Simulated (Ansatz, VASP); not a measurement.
## Two plane-wave programs on Tl2B

```xyz
3
Lattice="1.8761 1.0831 6.3760 -1.8761 1.0831 6.3760 0.0000 -2.1663 6.3760" Properties=species:S:1:pos:R:3 pbc="T T T"
Tl    0.0000    0.0000   14.1499
Tl    0.0000    0.0000    4.9781
B     0.0000    0.0000    0.0000
```

Change from the starting cell: species swapped into the Ho2C type (R-3m, No. 166).

Alike in both runs: task single point; functional PBE; k mesh 6 × 6 × 6; occupations gaussian, width 0.1 eV; no spin polarisation.

```csv
,VASP,Ansatz
version,VASP 6.6.1,Ansatz 0.2.0
potentials or method,"VASP PAW PBE potentials, release 64 (Tl_d, B), cutoff 520 eV","scalar-relativistic, plane waves, PAW"
valence electrons in the cell,29,29
```

Ansatz gave:

| Item | Value |
| --- | --- |
| gap on the k mesh at the Fermi level (eV) | none |
| pressure (GPa) | 0.7 |
| traceless stress, the component that is largest in VASP (GPa) | -2.51 |
| rms of the force components (eV/Å) | 0.010 |

Task: What did VASP give for the same quantities?

Result: gap on the k mesh at the Fermi level (eV): none; pressure (GPa): 0.7; traceless stress, the component that is largest in VASP (GPa): -2.51; rms of the force components (eV/Å): 0.009.

Atom by atom the forces differ by 0.001 eV/Å (rms over components). A gap of «none» marks a metal or a gap that the smearing closes. With one functional, cell and mesh, what is left measures potentials, basis and numerics.

Spin-orbit coupling is off throughout.
